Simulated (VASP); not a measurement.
**SrO: single point with PBEsol**

SrO:

```
Sr O
1.0
     3.55329    0.00000    0.00000
    -1.77664    3.07724    0.00000
     0.00000    0.00000    6.21730
Sr O
2 2
Direct
  0.66667 0.33333 0.75000
  0.33333 0.66667 0.25000
  0.00000 0.00000 0.50000
  0.00000 0.00000 0.00000
```

```json
{
  "Program": "VASP 6.6.1",
  "Task": "single point",
  "Functional": "PBEsol",
  "Potentials or basis": "VASP PAW PBE potentials, release 64 (Sr_sv, O)",
  "Cutoff": "520 eV",
  "k mesh": "9 × 9 × 5",
  "Occupations": "fermi-dirac, width 0.05 eV",
  "Spin": "no spin polarisation",
  "Dipole correction": "no",
  "Further INCAR settings": "ALGO = Normal; EDIFF = 1e-06; NBANDS = 24"
}
```

- Pressure: -1.8 GPa
- Band gap on the k mesh: 2.93 eV, direct

Stress tensor (GPa, compression positive):
```
-1.61  0.00  0.00
 0.00 -1.61  0.00
 0.00  0.00 -2.21
```

Levels at points of the mesh, in eV from the valence-band top:
| k point | band 14 | band 15 | band 16 | band 17 | band 18 | band 19 |
| --- | --- | --- | --- | --- | --- | --- |
| (0.00, 0.00, 0.00) | -0.78 | -0.78 | 0.00 | 2.93 | 4.95 | 5.05 |

Run time: 27 s on 1 thread of Intel(R) Xeon(R) 6975P-C (Granite Rapids), with other jobs on the host, peak memory 0.2 GiB.

Caveat: the PAW data sets were made with another functional, which shifts forces and pressure a little. A k mesh can miss the band edges.
